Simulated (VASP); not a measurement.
# Be (Fd-3m) in VASP: a series of runs, part 2 of 2

VASP 6.6.1. Earlier steps stand in the parts before.

### Step 4. Single point, revPBE (volume scaled by 0.96)

The input, INCAR:

```
PREC = Accurate
ENCUT = 520
EDIFF = 1E-7
ISMEAR = -1
SIGMA = 0.1
LREAL = False
LASPH = True
NELM = 100
ALGO = Normal
ISIF = 2
LWAVE = False
LCHARG = False
GGA = RE
NBANDS = 9
```

The input, KPOINTS:

```
regular mesh
0
Gamma
  12 12 12
```

The input, POSCAR:

```
Be
1.0
    0.0000000000      2.4351182725      2.4351182725
    2.4351182725      0.0000000000      2.4351182725
    2.4351182725      2.4351182725      0.0000000000
Be
2
Direct
    0.1250000000      0.1250000000      0.1250000000
    0.8750000000      0.8750000000      0.8750000000
```

Potentials or basis: VASP PAW PBE potentials, release 64 (Be).

Launch:

```sh
$ cat potpaw_PBE.64/Be/POTCAR > POTCAR
$ mpirun -np 1 vasp_std > vasp.out
```

OUTCAR:

```text
PREC = Accurate
   ENCUT = 520
   EDIFF = 1E-7
   ISMEAR = -1
   LREAL = False
   LASPH = True
   NELM = 100
   ISIF = 2
   GGA = RE

 ion  position               nearest neighbor table
   1  0.125  0.125  0.125-   2 2.11   2 2.11   2 2.11   2 2.11
   2  0.875  0.875  0.875-   1 2.11   1 2.11   1 2.11   1 2.11

  LATTYP: Found a face centered cubic cell.
 ALAT       =     4.8702365450

  Lattice vectors:

 A1 = (   0.0000000000,   2.4351182725,   2.4351182725)
 A2 = (   2.4351182725,   0.0000000000,   2.4351182725)
 A3 = (   2.4351182725,   2.4351182725,   0.0000000000)

Analysis of symmetry for initial positions (statically):
=====================================================================
 Subroutine PRICEL returns:
 Original cell was already a primitive cell.

 Routine SETGRP: Setting up the symmetry group for a
 face centered cubic supercell.

 Subroutine GETGRP returns: Found 48 space group operations
 (whereof 12 operations were pure point group operations)
 out of a pool of 48 trial point group operations.

The static configuration has the point symmetry D_3d.
 The point group associated with its full space group is O_h .

Analysis of symmetry for dynamics (positions and initial velocities):
=====================================================================
 Subroutine PRICEL returns:
 Original cell was already a primitive cell.

 Routine SETGRP: Setting up the symmetry group for a
 face centered cubic supercell.

 Subroutine GETGRP returns: Found 48 space group operations
 (whereof 12 operations were pure point group operations)
 out of a pool of 48 trial point group operations.

The dynamic configuration has the point symmetry D_3d.
 The point group associated with its full space group is O_h .

 Subroutine INISYM returns: Found 48 space group operations
 (whereof 12 operations are pure point group operations),
 and found     1 'primitive' translations

[... 118 lines left out ...]
   LORBIT       =      0    0 simple, 1 ext, 2 COOP (PROOUT), +10 PAW based schemes
   GGA     = RE    functional components
   LHFCALC =     F    Hartree Fock is set to
   AEXX    =    0.0000 exact exchange contribution
   IVDW    =     0    specifies the selected vdW correction
   LEPSILON=     F    determine dielectric tensor
   LRPA    =     F    only Hartree local field effects (RPA)
 non-spin polarized calculation
  energy-cutoff  :      520.00
  volume of cell :       28.88
 maximum number of plane-waves:       794
 NGX is ok and might be reduce to    28
   NGX = 13   NGY = 13   NGZ = 13

 number of electron       4.0000000 magnetization

 Free energy of the ion-electron system (eV)
  ---------------------------------------------------
  ext. energy  EPLUGINS =         0.00000000
  ---------------------------------------------------
  free energy    TOTEN  =        -3.93186518 eV

  energy without entropy =       -3.89840185  energy(sigma->0) =       -3.91513352

 E-fermi :   1.9505     XC(G=0):  -8.5910

 val. band max:        1.9248027160   @ k =  -0.2500   0.1667   0.0000
 cond. band min:       1.9977901573   @ k =   0.4167   0.3333   0.0000
 fundamental gap:      0.0729874413
 Fermi energy:         1.9504744697

 k-point     1 :       0.0000    0.0000    0.0000
  band No.  band energies     occupation
      1      -5.4542      2.00000
      2       6.8069      0.00000
      3       6.8069      0.00000
      4       6.8069      0.00000
      5       9.3312      0.00000
      6       9.3312      0.00000
      7       9.3312      0.00000
      8      16.1869      0.00000
      9      16.4941      0.00000
[... 265 lines left out ...]
 k-point    24 :      -0.4167    0.1667    0.0000
  band No.  band energies     occupation
      1      -1.7493      2.00000
      2      -0.9036      2.00000
      3       3.4195      0.00000
      4       4.4662      0.00000
      5       9.7738      0.00000
      6      11.8397      0.00000
      7      13.4443      0.00000
      8      15.3162      0.00000
      9      17.0758      0.00000

 [... further k-points ...]

------------------------ aborting loop because EDIFF is reached ----------------------------------------

  FORCE on cell =-STRESS in cart. coord.  units (eV):
  Direction    XX          YY          ZZ          XY          YZ          ZX
  --------------------------------------------------------------------------------------
  -------------------------------------------------------------------------------------
  Total        0.3290575      0.3290575      0.3290575     -0.0000000     -0.0000000      0.0000000
  in kB       18.2554343     18.2554343     18.2554343     -0.0000000     -0.0000000      0.0000000
  external PRESSURE =      18.2554343 kB  Pullay stress =       0.0000000 kB

 VOLUME and BASIS-vectors are now :
 -----------------------------------------------------------------------------
  energy-cutoff  :      520.00
  volume of cell :       28.88
      direct lattice vectors                 reciprocal lattice vectors
     0.000000000  2.435118273  2.435118273    -0.205328836  0.205328836  0.205328836
     2.435118273  0.000000000  2.435118273     0.205328836 -0.205328836  0.205328836
     2.435118273  2.435118273  0.000000000     0.205328836  0.205328836 -0.205328836

 POSITION                                       TOTAL-FORCE (eV/Angst)
 -----------------------------------------------------------------------------------
      0.60878      0.60878      0.60878        -0.000000     -0.000000     -0.000000
      4.26146      4.26146      4.26146         0.000000      0.000000      0.000000
 -----------------------------------------------------------------------------------
    total drift:                               -0.000000     -0.000000     -0.000000

  FREE ENERGIE OF THE ION-ELECTRON SYSTEM (eV)
  ---------------------------------------------------
  free  energy   TOTEN  =        -3.9318651809 eV

  energy  without entropy=       -3.8984018539  energy(sigma->0) =       -3.91513352
```

OSZICAR:

```text
N       E                     dE             d eps       ncg     rms          rms(c)
DAV:   1    -0.742083965547E+00   -0.74208E+00   -0.14321E+03  1296   0.330E+02
DAV:   2    -0.390223584497E+01   -0.31602E+01   -0.30242E+01  1899   0.362E+01
DAV:   3    -0.395562256632E+01   -0.53387E-01   -0.53240E-01  1568   0.346E+00
DAV:   4    -0.395569126622E+01   -0.68700E-04   -0.68697E-04  1853   0.140E-01
DAV:   5    -0.395569130847E+01   -0.42242E-07   -0.42216E-07  1610   0.269E-03    0.817E-01
DAV:   6    -0.393882652592E+01    0.16865E-01   -0.50471E-03  1812   0.515E-01    0.497E-01
DAV:   7    -0.393185211561E+01    0.69744E-02   -0.78561E-03  1887   0.606E-01    0.217E-02
DAV:   8    -0.393186652972E+01   -0.14414E-04   -0.82037E-05  1503   0.540E-02    0.105E-02
DAV:   9    -0.393186603339E+01    0.49633E-06   -0.10495E-05  1464   0.264E-02    0.173E-03
DAV:  10    -0.393186523285E+01    0.80054E-06   -0.23583E-07  1589   0.428E-03    0.461E-04
DAV:  11    -0.393186518092E+01    0.51933E-07   -0.30600E-08  1007   0.992E-04
   1 F= -.39318652E+01 E0= -.39151335E+01  d E =-.334633E-01
```

stdout:

```text
POSCAR found type information on POSCAR Be
 POSCAR found :  1 types and       2 ions
 scaLAPACK will be used
 -----------------------------------------------------------------------------
|                                                                             |
|                                                                             |
|     You enforced a specific xc type in the INCAR file but a different       |
|     I HOPE YOU KNOW WHAT YOU ARE DOING!                                     |
|                                                                             |
 -----------------------------------------------------------------------------

 LDA part: xc-table for (Slater+PW92), standard interpolation
 POSCAR, INCAR and KPOINTS ok, starting setup
 FFT: planning ... GRIDC
 FFT: planning ... GRID_SOFT
 FFT: planning ... GRID
 WAVECAR not read
 entering main loop
```

It took 24 s on 1 thread of Intel Xeon 8259CL, shared host; peak memory 0.15 GiB.

What came out:

| Item | Value |
| --- | --- |
| Free energy | -3.9319 eV |
| Pressure | 1.8 GPa |
| Band gap on the k mesh | zero (band 2 reaches 6.81 eV, above the bottom of band 3 at 0.52 eV) |

Levels at points of the mesh, in eV from the Fermi level:
```tsv
k point	band 1	band 2	band 3	band 4	band 5	band 6
(0.00, 0.00, 0.00)	-7.40	4.86	4.86	4.86	7.38	7.38
(0.50, 0.00, 0.00)	-3.72	-3.57	3.09	3.09	8.52	8.52
(0.50, 0.50, 0.00)	-2.44	-2.44	0.75	0.75	6.23	6.23
```

Caveat: the cell differs from its parent crystal (volume scaled by 0.96); the PAW data sets were made with another functional, which shifts forces and pressure a little.

### Step 5. Single point, revPBE

This run uses another cell than the first one, of 15.04 Å³/atom, 1.136 times its volume.

The input, INCAR:

```
SYSTEM = Be
  PREC = Accurate
  ENCUT = 520
  EDIFF = 1E-6
  ISMEAR = -1
  SIGMA = 0.1
  LREAL = .FALSE.
  LASPH = .TRUE.
  NELM = 100
  ALGO = Normal
  ISIF = 2
  LWAVE = .FALSE.
  LCHARG = .FALSE.
  GGA = RE
  NBANDS = 9
```

The input, KPOINTS:

```
Automatic mesh
0
G
  12 12 12
  0 0 0
```

The input, POSCAR:

```
Be
1.0
    0.0000000000      2.4684802028      2.4684802028
    2.4684802028      0.0000000000      2.4684802028
    2.4684802028      2.4684802028      0.0000000000
Be
2
Direct
    0.1250000000      0.1250000000      0.1250000000
    0.8750000000      0.8750000000      0.8750000000
```

Launch:

```sh
$ cat potpaw_PBE.64/Be/POTCAR > POTCAR
$ mpirun -np 1 vasp_std > vasp.out
```

It took 21 s on 1 thread of Intel Xeon 8259CL, shared host; peak memory 0.16 GiB.

Results (log left out):

* Free energy: -3.9385 eV
* Pressure: 0.0 GPa
* Band gap on the k mesh: zero (band 2 reaches 6.46 eV, above the bottom of band 3 at 0.40 eV)

Levels at points of the mesh, in eV from the Fermi level:
| k point | band 1 | band 2 | band 3 | band 4 | band 5 |
| --- | --- | --- | --- | --- | --- |
| (0.00, 0.00, 0.00) | -7.24 | 4.72 | 4.72 | 4.72 | 7.21 |
| (0.50, 0.00, 0.00) | -3.69 | -3.44 | 3.01 | 3.01 | 8.34 |
| (0.50, 0.50, 0.00) | -2.40 | -2.40 | 0.75 | 0.75 | 6.07 |

Caveat: the PAW data sets were made with another functional, which shifts forces and pressure a little.

### Step 6. Single point, revPBE (volume scaled by 1.04)

The input, INCAR:

```
SYSTEM = Be
PREC = Accurate ; ENCUT = 520
EDIFF = 1E-6 ; ISMEAR = -1
SIGMA = 0.1 ; LREAL = .FALSE.
LASPH = .TRUE. ; NELM = 100
ALGO = Normal ; ISIF = 2
LWAVE = .FALSE. ; LCHARG = .FALSE.
GGA = RE ; NBANDS = 9
```

The input, KPOINTS:

```
regular mesh
0
G
  12 12 12
  0 0 0
```

The input, POSCAR:

```
Be
1.0
    0.0000000000      2.5009639306      2.5009639306
    2.5009639306      0.0000000000      2.5009639306
    2.5009639306      2.5009639306      0.0000000000
Be
2
Direct
    0.1250000000      0.1250000000      0.1250000000
    0.8750000000      0.8750000000      0.8750000000
```

Potentials or basis: VASP PAW PBE potentials, release 64 (Be).

Launch:

```sh
$ cat potpaw_PBE.64/Be/POTCAR > POTCAR
$ mpirun -np 1 vasp_std > vasp.out
```

It took 28 s on 1 thread of Intel Xeon 8259CL, shared host; peak memory 0.16 GiB.

Results (log left out):

- Free energy: -3.9326 eV
- Pressure: -1.5 GPa
- Band gap on the k mesh: zero (band 2 reaches 6.13 eV, above the bottom of band 3 at 0.29 eV)

Levels at points of the mesh, in eV from the Fermi level:
| k point | band 1 | band 2 | band 3 | band 4 | band 5 | band 6 | band 7 |
| --- | --- | --- | --- | --- | --- | --- | --- |
| (0.00, 0.00, 0.00) | -7.08 | 4.59 | 4.59 | 4.59 | 7.04 | 7.04 | 7.04 |
| (0.50, 0.00, 0.00) | -3.66 | -3.31 | 2.94 | 2.94 | 8.17 | 8.17 | 9.74 |
| (0.50, 0.50, 0.00) | -2.37 | -2.37 | 0.75 | 0.75 | 5.93 | 5.93 | 14.60 |

Caveat: the cell differs from its parent crystal (volume scaled by 1.04); the PAW data sets were made with another functional, which shifts forces and pressure a little.

### Step 7. The runs side by side

| cell | gap on the mesh (eV) | pressure (GPa) |
| --- | --- | --- |
| a = 3.345 Å, angles 60.0°, 2 atoms | none | 6.6 |
| a = 3.395 Å, angles 60.0°, 2 atoms | none | 4.0 |
| a = 3.444 Å, angles 60.0°, 2 atoms | none | 1.8 |
| a = 3.491 Å, angles 60.0°, 2 atoms | none | 0.0 |
| a = 3.537 Å, angles 60.0°, 2 atoms | none | -1.5 |

Alike in all rows: task single point; level revPBE; potentials or basis VASP PAW PBE potentials, release 64 (Be); no spin polarisation; k mesh 12 × 12 × 12; cutoff (eV) 520; smearing fermi-dirac 0.1 eV.

Caveats: the PAW data sets were made with another functional, which shifts forces and pressure a little.

Absolute energies hang on the potentials; compare differences alone.
